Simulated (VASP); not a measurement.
# MgSi: relaxation of cell and atoms with PBEsol

Crystal: MgSi.

```
CELL_PARAMETERS angstrom
5.70753 0.00000 0.00000
0.00000 3.58865 0.00000
0.00000 0.00000 7.46356
ATOMIC_POSITIONS crystal
Si 0.37033 0.75000 0.03836
Si 0.12967 0.25000 0.53836
Si 0.87033 0.75000 0.46164
Si 0.62967 0.25000 0.96164
Mg 0.01944 0.25000 0.18061
Mg 0.48056 0.75000 0.68061
Mg 0.51944 0.25000 0.31939
Mg 0.98056 0.75000 0.81939
```

```json
{
 "Program": "VASP 6.6.1",
 "Task": "relaxation of cell and atoms",
 "Functional": "PBEsol",
 "Potentials or basis": "VASP PAW PBE potentials, release 64 (Si, Mg)",
 "Cutoff": "600 eV",
 "k mesh": "6 × 10 × 6",
 "Occupations": "gaussian, width 0.1 eV",
 "Spin": "no spin polarisation",
 "Dipole correction": "no",
 "Further INCAR settings": "ALGO = Fast; EDIFF = 1e-06; IBRION = 2; EDIFFG = -0.01; NSW = 80; ISIF = 3"
}
```

```
Relaxed volume                        : 19.09 Å³/atom
Relaxed cell                          : a = 5.703 Å, b = 3.587 Å, c = 7.467 Å, α = 90.00°, β = 90.00°, γ = 90.00°
Space group after relaxing (to 0.1 Å) : Pnma (No. 62)
Energy gained by relaxing             : 0.1 meV/atom
Ionic steps                           : 4
Pressure after relaxing               : 0.0 GPa
Largest force after relaxing          : 0.008 eV/Å
Band gap on the k mesh                : zero (bands 12 and 13 overlap by 1.71 eV)
```

Forces on the atoms (eV/Å):
```
Si   0.008  0.000  0.002
Si  -0.008  0.000  0.002
Si   0.008  0.000 -0.002
Si  -0.008  0.000 -0.002
Mg   0.006  0.000  0.004
Mg  -0.006  0.000  0.004
Mg   0.006  0.000 -0.004
Mg  -0.006  0.000 -0.004
```

Step by step:
```tsv
step	energy change (eV)	largest force (eV/Å)	pressure (GPa)	volume (Å³)
1	0.0000	0.0337	0.01	152.87
2	-0.0002	0.0166	-0.03	152.91
3	-0.0003	0.0155	-0.07	152.95
4	-0.0004	0.0080	0.01	152.75
```

Final structure:
```
CELL_PARAMETERS angstrom
5.70293 0.00000 0.00000
0.00000 3.58696 0.00000
0.00000 0.00000 7.46739
ATOMIC_POSITIONS crystal
Si 0.37001 0.75000 0.03886
Si 0.12999 0.25000 0.53886
Si 0.87001 0.75000 0.46114
Si 0.62999 0.25000 0.96114
Mg 0.01986 0.25000 0.18089
Mg 0.48014 0.75000 0.68089
Mg 0.51986 0.25000 0.31911
Mg 0.98014 0.75000 0.81911
```

Levels at points of the mesh, in eV from the Fermi level:
```
           k point  band 10  band 11  band 12  band 13  band 14  band 15
(0.00, 0.00, 0.00)    -1.06    -0.55     0.86     1.74     1.81     2.91
(0.50, 0.00, 0.00)    -0.73     0.45     0.45     1.21     1.21     2.33
(0.00, 0.50, 0.00)    -1.85    -1.16    -1.16    -0.41    -0.41    -0.26
(0.50, 0.50, 0.00)    -2.33    -2.33    -2.33     2.12     2.12     2.12
(0.00, 0.00, 0.50)    -0.82    -0.38    -0.38     1.23     1.23     2.26
(0.50, 0.00, 0.50)    -0.72    -0.30    -0.30     1.21     1.21     2.65
(0.00, 0.50, 0.50)    -2.34    -2.03    -2.03    -0.04    -0.04     0.50
(0.50, 0.50, 0.50)    -1.21    -1.21    -1.21     0.85     0.85     0.85
```

Wall time 13 min on 1 thread of Oxide Virtual Turin-like Processor, on a shared host, peak memory 0.45 GiB.

Caveat: the PAW data sets were made with another functional, which shifts forces and pressure a little.
